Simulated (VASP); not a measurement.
A run of VASP 6.6.1 is set up as follows.

Contents of INCAR:

```
ALGO = Normal ; EDIFF = 1E-7
EDIFFG = -0.002 ; ENCUT = 600
GGA = PS ; IBRION = 2
ISIF = 3 ; ISMEAR = 0
LASPH = T ; LCHARG = F
LREAL = F ; LWAVE = F
NELM = 100 ; NSW = 100
PREC = Accurate ; PSTRESS = 100.0
SIGMA = 0.01
```

The input KPOINTS:

```
k-points
0
Gamma
  10 10 10
```

The input POSCAR:

```
GaN
1.0
    2.2491372718      2.2491372718      0.0000000000
   -2.2491372718      2.2491372718      0.0000000000
    0.0000000000      2.2491372718      2.2491372718
Ga N
1 1
Direct
    0.0000000000      0.0000000000      0.0000000000
    0.2500000000      0.7500000000      0.5000000000
```

Potentials or basis: VASP PAW PBE potentials, release 64 (Ga_d, N).

The run is started by

```console
$ cat potpaw_PBE.64/Ga_d/POTCAR potpaw_PBE.64/N/POTCAR > POTCAR
$ mpirun -np 1 vasp_std > vasp.out
```

**Question.** Predict the relaxed volume.

**Answer.** 10.82 Å³/atom.

**Question.** Predict the space group after relaxing (to 0.05 Å).

**Answer.** F-43m (No. 216).

**Question.** Predict the band gap on the k mesh.

**Answer.** 2.04 eV, direct.

Final structure:
```xyz
2
Lattice="2.2120 2.2120 0.0000 -2.2120 2.2120 0.0000 0.0000 2.2120 2.2120" Properties=species:S:1:pos:R:3 pbc="T T T"
Ga    0.0000    0.0000    0.0000
N    -1.1060    3.3180    1.1060
```

Caveat: the cell is relaxed towards a set pressure, so the enthalpy falls and the energy may rise; the PAW data sets were made with another functional, which shifts forces and pressure a little. As with any semilocal functional, this PBEsol gap is likely too small.
